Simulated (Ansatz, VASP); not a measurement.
# One calculation of Sb, two programs

```xyz
3
Lattice="5.3556 0.0000 0.0000 -2.6778 4.6381 0.0000 0.0000 0.0000 3.2830" Properties=species:S:1:pos:R:3 pbc="T T T"
Sb    0.0000    0.0000    0.0000
Sb    0.0000    3.0921    1.6415
Sb    2.6778    1.5460    1.6415
```

Alike in both runs: task relaxation of cell and atoms; functional LDA; k mesh 7 × 7 × 10; occupations fermi-dirac, width 0.1 eV; no spin polarisation.

```csv
,VASP,Ansatz
version,VASP 6.6.1,Ansatz 0.2.0
potentials or method,"VASP PAW LDA potentials, release 64 (Sb), cutoff 600 eV","plane waves (420 eV) with PAW, scalar-relativistic"
valence electrons in the cell,15,45
```

|  | VASP | Ansatz | Ansatz less VASP |
| --- | --- | --- | --- |
| relaxed volume (Å³/atom) | 25.88 | 25.85 | -0.033 |
| relaxed cell length with the largest relative difference (Å) | 5.317 | 5.315 | -0.0027 |

Ansatz warns that its potentials were made for another functional, while VASP's fit it. LDA's correlation is that of Perdew and Zunger in VASP and of Perdew and Wang (1992) in Ansatz. VASP's potentials hold 15 valence electrons a cell and Ansatz's 45, so a difference there can come from the potentials and not from the codes.

Spin-orbit coupling is off throughout.
